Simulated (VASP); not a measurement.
# LiGeN (P6_3mc) in VASP: a series of runs

The runs below take LiGeN through single point, with PBE.

All numbers are computed with VASP 6.6.1; they aren't measurements. Logs are shortened: lines on timing, memory, paths and dates and some standing lists are left out, and cuts for length are marked.

### 1 The cell of the first run

It takes space group P6_3mc (No. 186, hexagonal). The conventional cell has a = 3.012 Å, b = 3.012 Å, c = 9.419 Å, α = 90.00°, β = 90.00°, γ = 120.00°. Within 3.1 Å of Li (site symmetry 3m) lie 3 N at 2.18 Å and 6 Ge at 2.89 to 2.96 Å and 6 Li at 3.01 Å. Within 2.7 Å of Ge (site symmetry 3m) lie 3 N at 2.00 Å. Within 2.7 Å of N (site symmetry 3m) lie 3 Ge at 2.00 Å and 3 Li at 2.18 Å.

### 2 Single point, PBE

The input, INCAR:

```
ALGO = Normal
EDIFF = 1E-6
ENCUT = 520
GGA = PE
ISIF = 2
ISMEAR = 1
LASPH = True
LCHARG = True
LELF = True
LREAL = False
LVHAR = True
LWAVE = False
NBANDS = 31
NELM = 80
PREC = Accurate
SIGMA = 0.05
```

The input, KPOINTS:

```
k-points
0
Gamma
  3 3 1
```

The input, POSCAR:

```
LiGeN
1.0
    3.0124090000      0.0000000000      0.0000000000
   -1.5062045000      2.6088227206      0.0000000000
    0.0000000000      0.0000000000      9.4194590000
Li Ge N
2 2 2
Direct
    0.6666666667      0.3333333333      0.7433920000
    0.3333333333      0.6666666667      0.2433920000
    0.0000000000      0.0000000000      0.4980230000
    0.0000000000      0.0000000000      0.9980230000
    0.3333333333      0.6666666667      0.6032230000
    0.6666666667      0.3333333333      0.1032230000
```

Potentials or basis: VASP PAW PBE potentials, release 64 (Li_sv, Ge_d, N).

The run is started by

```console
> cat potpaw_PBE.64/Li_sv/POTCAR potpaw_PBE.64/Ge_d/POTCAR potpaw_PBE.64/N/POTCAR > POTCAR
> mpirun -np 1 vasp_std > vasp.out
```

OUTCAR:

```text
EDIFF = 1E-6
   ENCUT = 520
   GGA = PE
   ISIF = 2
   ISMEAR = 1
   LASPH = True
   LREAL = False
   NELM = 80
   PREC = Accurate

 ion  position               nearest neighbor table
   1  0.667  0.333  0.743-   5 2.18   5 2.18   5 2.18
   2  0.333  0.667  0.243-   6 2.18   6 2.18   6 2.18
   3  0.000  0.000  0.498-   5 2.00   5 2.00   5 2.00
   4  0.000  0.000  0.998-   6 2.00   6 2.00   6 2.00
   5  0.333  0.667  0.603-   3 2.00   3 2.00   3 2.00   1 2.18   1 2.18   1 2.18
   6  0.667  0.333  0.103-   4 2.00   4 2.00   4 2.00   2 2.18   2 2.18   2 2.18

  LATTYP: Found a hexagonal cell.
 ALAT       =     3.0124090000
 C/A-ratio  =     3.1268858246

  Lattice vectors:

 A1 = (   3.0124090000,   0.0000000000,   0.0000000000)
 A2 = (  -1.5062045000,   2.6088227206,   0.0000000000)
 A3 = (   0.0000000000,   0.0000000000,   9.4194590000)

Analysis of symmetry for initial positions (statically):
=====================================================================
 Subroutine PRICEL returns:
 Original cell was already a primitive cell.

 Routine SETGRP: Setting up the symmetry group for a
 hexagonal supercell.

 Subroutine GETGRP returns: Found 12 space group operations
 (whereof  6 operations were pure point group operations)
 out of a pool of 24 trial point group operations.

The static configuration has the point symmetry C_3v.
 The point group associated with its full space group is C_6v.

Analysis of symmetry for dynamics (positions and initial velocities):
=====================================================================
 Subroutine PRICEL returns:
 Original cell was already a primitive cell.

 Routine SETGRP: Setting up the symmetry group for a
 hexagonal supercell.

 Subroutine GETGRP returns: Found 12 space group operations
 (whereof  6 operations were pure point group operations)
 out of a pool of 24 trial point group operations.

The dynamic configuration has the point symmetry C_3v.
 The point group associated with its full space group is C_6v.

 Subroutine INISYM returns: Found 12 space group operations
 (whereof  6 operations are pure point group operations),
 and found     1 'primitive' translations

----------------------------------------------------------------------------------------

                                     Primitive cell

  volume of cell :      74.0260

  direct lattice vectors                    reciprocal lattice vectors
     3.012409000  0.000000000  0.000000000     0.331960235  0.191657331  0.000000000
    -1.506204500  2.608822721  0.000000000     0.000000000  0.383314662  0.000000000
     0.000000000  0.000000000  9.419459000     0.000000000  0.000000000  0.106163210

  length of vectors
     3.012409000  3.012409000  9.419459000     0.383314662  0.383314662  0.106163210

  position of ions in fractional coordinates (direct lattice)
     0.666666667  0.333333333  0.743392000
     0.333333333  0.666666667  0.243392000
     0.000000000  0.000000000  0.498023000
     0.000000000  0.000000000  0.998023000
     0.333333333  0.666666667  0.603223000
     0.666666667  0.333333333  0.103223000

  ion indices of the primitive-cell ions
   primitive index   ion index
                 1           1
                 2           2
                 3           3
                 4           4
                 5           5
                 6           6

----------------------------------------------------------------------------------------

 KPOINTS: k-points

Automatic generation of k-mesh.
 Grid dimensions read from file:
 generate k-points for:    3    3    1

 Generating k-lattice:

  Cartesian coordinates                     Fractional coordinates (reciprocal lattice)
     0.110653412  0.063885777  0.000000000     0.333333333 -0.000000000  0.000000000
     0.000000000  0.127771554  0.000000000     0.000000000  0.333333333  0.000000000
     0.000000000  0.000000000  0.106163210     0.000000000  0.000000000  1.000000000

  Length of vectors
     0.127771554  0.127771554  0.106163210

  Shift w.r.t. Gamma in fractional coordinates (k-lattice)
     0.000000000  0.000000000  0.000000000

 Subroutine IBZKPT returns following result:
 ===========================================

 Found      3 irreducible k-points:

 Following reciprocal coordinates:
            Coordinates               Weight
  0.000000  0.000000  0.000000      1.000000
  0.333333  0.000000  0.000000      6.000000
  0.333333  0.333333  0.000000      2.000000
   k-points           NKPTS =      3   k-points in BZ     NKDIM =      3   number of bands    NBANDS=     31
   number of dos      NEDOS =    301   number of ions     NIONS =      6
   total plane-waves  NPLWV =  40320
   dimension x,y,z NGX =    24 NGY =   24 NGZ =   70
   dimension x,y,z NGXF=    48 NGYF=   48 NGZF=  140
   ions per type =               2   2   2
   NGX,Y,Z   is equivalent  to a cutoff of  13.24, 13.24, 12.35 a.u.
   NGXF,Y,Z  is equivalent  to a cutoff of  26.49, 26.49, 24.71 a.u.
 SYSTEM =  unknown system
   PREC   = accura    normal or accurate (medium, high low for compatibility)
   ISTART =      0    job   : 0-new  1-cont  2-samecut
   ICHARG =      2    charge: 1-file 2-atom 10-const
   ISPIN  =      1    spin polarized calculation?
   LNONCOLLINEAR =      F non collinear calculations
   LSORBIT =      F    spin-orbit coupling
   LASPH  =      T    aspherical Exc in radial PAW
   ENCUT  =  520.0 eV  38.22 Ry    6.18 a.u.   5.60  5.60 17.51*2*pi/ulx,y,z
   NELM   =     80;   NELMIN=  2; NELMDL= -5     # of ELM steps
   EDIFF  = 0.1E-05   stopping-criterion for ELM
   LREAL  =      F    real-space projection
   EDIFFG = 0.1E-04   stopping-criterion for IOM
   NSW    =      0    number of steps for IOM
   IBRION =     -1    ionic relax: 0-MD 1-quasi-New 2-CG
   NFREE  =      0    steps in history (QN), initial steepest desc. (CG)
   ISIF   =      2    stress and relaxation
   ISYM   =      2    0-nonsym 1-usesym 2-fastsym
   POTIM  = 0.5000    time-step for ionic-motion
   TEBEG  =    0.0;   TEEND  =   0.0 temperature during run
   PSTRESS=    0.0 pullay stress
   NELECT =      44.0000    total number of electrons
   NUPDOWN=      -1.0000    fix difference up-down
   EMIN   =  10.00;   EMAX   =-10.00  energy-range for DOS
   EFERMI =   0.00;   METHOD = LEGACY
   ISMEAR =     1;   SIGMA  =   0.05  broadening in eV -4-tet -1-fermi 0-gaus
   EFERMI_NEDOS =   21; number of points for ismear=-14 and -15
   IALGO  =     38    algorithm
   IMIX   =      4    mixing-type and parameters
     AMIX     =   0.40;   BMIX     =  1.00
     AMIX_MAG =   1.60;   BMIX_MAG =  1.00
  volume/ion in A,a.u.               =      12.34        83.26
  Fermi-wavevector in a.u.,A,eV,Ry     =   1.376462  2.601136 25.778247  1.894648
  Thomas-Fermi vector in A             =   2.501705
   LORBIT       =      0    0 simple, 1 ext, 2 COOP (PROOUT), +10 PAW based schemes
   GGA     = PE    functional components
   LHFCALC =     F    Hartree Fock is set to
   AEXX    =    0.0000 exact exchange contribution
   IVDW    =     0    specifies the selected vdW correction
   LEPSILON=     F    determine dielectric tensor
   LRPA    =     F    only Hartree local field effects (RPA)
 non-spin polarized calculation
 Methfessel and Paxton  Order N= 1 SIGMA  =   0.05
  energy-cutoff  :      520.00
  volume of cell :       74.03
 maximum number of plane-waves:      1996
 NGX is ok and might be reduce to    24
   NGX = 11   NGY = 11   NGZ = 35

 number of electron      44.0000020 magnetization

 Free energy of the ion-electron system (eV)
  ---------------------------------------------------
  ext. energy  EPLUGINS =         0.00000000
  ---------------------------------------------------
  free energy    TOTEN  =       -30.60379680 eV

  energy without entropy =      -30.60617591  energy(sigma->0) =      -30.60458984

 E-fermi :   4.6156     XC(G=0): -10.3802

 val. band max:        4.5746745888   @ k =   0.3333   0.0000   0.0000
 cond. band min:       7.1364397923   @ k =   0.3333   0.3333   0.0000
 fundamental gap:      2.5617652035
 Fermi energy:         4.6155879832

 k-point     1 :       0.0000    0.0000    0.0000
  band No.  band energies     occupation
      1     -40.6441      2.00000
      2     -40.6440      2.00000
      3     -19.3917      2.00000
      4     -19.3917      2.00000
      5     -19.3917      2.00000
      6     -19.3917      2.00000
      7     -19.2765      2.00000
      8     -19.2759      2.00000
      9     -19.2434      2.00000
     10     -19.2434      2.00000
     11     -19.2432      2.00000
     12     -19.2432      2.00000
     13     -11.7473      2.00000
     14     -11.7120      2.00000
     15      -2.9709      2.00000
     16      -2.2741      2.00000
     17       2.3334      2.00000
     18       3.6794      2.00000
     19       3.6794      2.00000
     20       3.6802      2.00000
     21       3.6802      2.00000
     22       4.4630      2.00014
     23       7.2576      0.00000
     24       8.2096      0.00000
     25      11.8340      0.00000
     26      12.3220      0.00000
     27      12.8626      0.00000
     28      12.8626      0.00000
     29      13.0046      0.00000
     30      13.0046      0.00000
     31      17.0952      0.00000

 k-point     2 :       0.3333    0.0000    0.0000
  band No.  band energies     occupation
      1     -40.6323      2.00000
      2     -40.6322      2.00000
      3     -19.4378      2.00000
      4     -19.4377      2.00000
      5     -19.3208      2.00000
      6     -19.3208      2.00000
      7     -19.2965      2.00000
      8     -19.2964      2.00000
      9     -19.2532      2.00000
     10     -19.2531      2.00000
     11     -19.2184      2.00000
     12     -19.2177      2.00000
     13     -10.1220      2.00000
     14     -10.0889      2.00000
     15      -2.6260      2.00000
     16      -2.4779      2.00000
     17      -0.1846      2.00000
     18       0.4235      2.00000
     19       2.3943      2.00000
     20       2.4408      2.00000
     21       3.3045      2.00000
     22       4.5747      1.98915
     23       7.3946      0.00000
     24       7.7223      0.00000
     25       9.3307      0.00000
     26      10.5327      0.00000
     27      11.9035      0.00000
     28      12.2087      0.00000
     29      12.3988      0.00000
     30      13.0846      0.00000
     31      14.8807      0.00000

 k-point     3 :       0.3333    0.3333    0.0000
  band No.  band energies     occupation
      1     -40.6263      2.00000
      2     -40.6263      2.00000
      3     -19.4128      2.00000
      4     -19.4128      2.00000
      5     -19.3357      2.00000
      6     -19.3357      2.00000
      7     -19.2850      2.00000
      8     -19.2850      2.00000
      9     -19.2836      2.00000
     10     -19.2836      2.00000
     11     -19.2016      2.00000
     12     -19.2007      2.00000
     13      -8.7750      2.00000
     14      -8.7750      2.00000
     15      -3.3281      2.00000
     16      -3.1823      2.00000
     17      -0.9404      2.00000
     18      -0.9404      2.00000
     19       1.6541      2.00000
     20       1.6541      2.00000
     21       3.3872      2.00000
     22       4.5279      2.03248
     23       7.1364      0.00000
     24       7.1364      0.00000
     25       9.0122      0.00000
     26       9.0122      0.00000
     27       9.8611      0.00000
     28      12.1178      0.00000
     29      13.5258      0.00000
     30      13.5258      0.00000
     31      13.8500      0.00000

------------------------ aborting loop because EDIFF is reached ----------------------------------------

  FORCE on cell =-STRESS in cart. coord.  units (eV):
  Direction    XX          YY          ZZ          XY          YZ          ZX
  --------------------------------------------------------------------------------------
  -------------------------------------------------------------------------------------
  Total        1.1263935      1.1263935     -0.6231866      0.0000000      0.0000000      0.0000000
  in kB       24.3790203     24.3790203    -13.4878968      0.0000000      0.0000000      0.0000000
  external PRESSURE =      11.7567146 kB  Pullay stress =       0.0000000 kB

 VOLUME and BASIS-vectors are now :
 -----------------------------------------------------------------------------
  energy-cutoff  :      520.00
  volume of cell :       74.03
      direct lattice vectors                 reciprocal lattice vectors
     3.012409000  0.000000000  0.000000000     0.331960235  0.191657331  0.000000000
    -1.506204500  2.608822721  0.000000000     0.000000000  0.383314662  0.000000000
     0.000000000  0.000000000  9.419459000     0.000000000  0.000000000  0.106163210

 POSITION                                       TOTAL-FORCE (eV/Angst)
 -----------------------------------------------------------------------------------
      1.50620      0.86961      7.00235        -0.000000     -0.000000     -0.232088
     -0.00000      1.73922      2.29262        -0.000000      0.000000     -0.232088
      0.00000      0.00000      4.69111         0.000000      0.000000      0.196479
      0.00000      0.00000      9.40084        -0.000000      0.000000      0.196479
     -0.00000      1.73922      5.68203        -0.000000     -0.000000      0.035609
      1.50620      0.86961      0.97230         0.000000      0.000000      0.035609
 -----------------------------------------------------------------------------------
    total drift:                                0.000000      0.000001     -0.002029

  FREE ENERGIE OF THE ION-ELECTRON SYSTEM (eV)
  ---------------------------------------------------
  free  energy   TOTEN  =       -30.6037968027 eV

  energy  without entropy=      -30.6061759141  energy(sigma->0) =      -30.60458984
```

Run time: 6.3 s. Hardware: 1 thread of Intel Xeon 6975P-C (Granite Rapids), shared host; peak memory 0.19 GiB.

Results:

```
Free energy            : -30.6038 eV
Largest force          : 0.232 eV/Å
Band gap on the k mesh : 2.56 eV (least direct gap 2.61 eV)
```

Forces in eV/Å, atoms in the order of the input:
```
Li   0.000  0.000 -0.232
Li   0.000  0.000 -0.232
Ge   0.000  0.000  0.196
Ge   0.000  0.000  0.196
N    0.000  0.000  0.036
N    0.000  0.000  0.036
```

Levels at points of the mesh, in eV from the valence-band top:
| k point | band 19 | band 20 | band 21 | band 22 | band 23 | band 24 | band 25 | band 26 |
| --- | --- | --- | --- | --- | --- | --- | --- | --- |
| (0.00, 0.00, 0.00) | -0.90 | -0.89 | -0.89 | -0.11 | 2.68 | 3.63 | 7.26 | 7.75 |

Caveat: the k points lie up to 0.80 Å⁻¹ apart; the cutoff is under 1.25 times the usual one of these potentials, so pressure, stress and relaxed cells hold a basis-set (Pulay) error; an odd mesh through Γ misses points on the zone boundary, where band edges can lie.

[end of part 1 of 2]
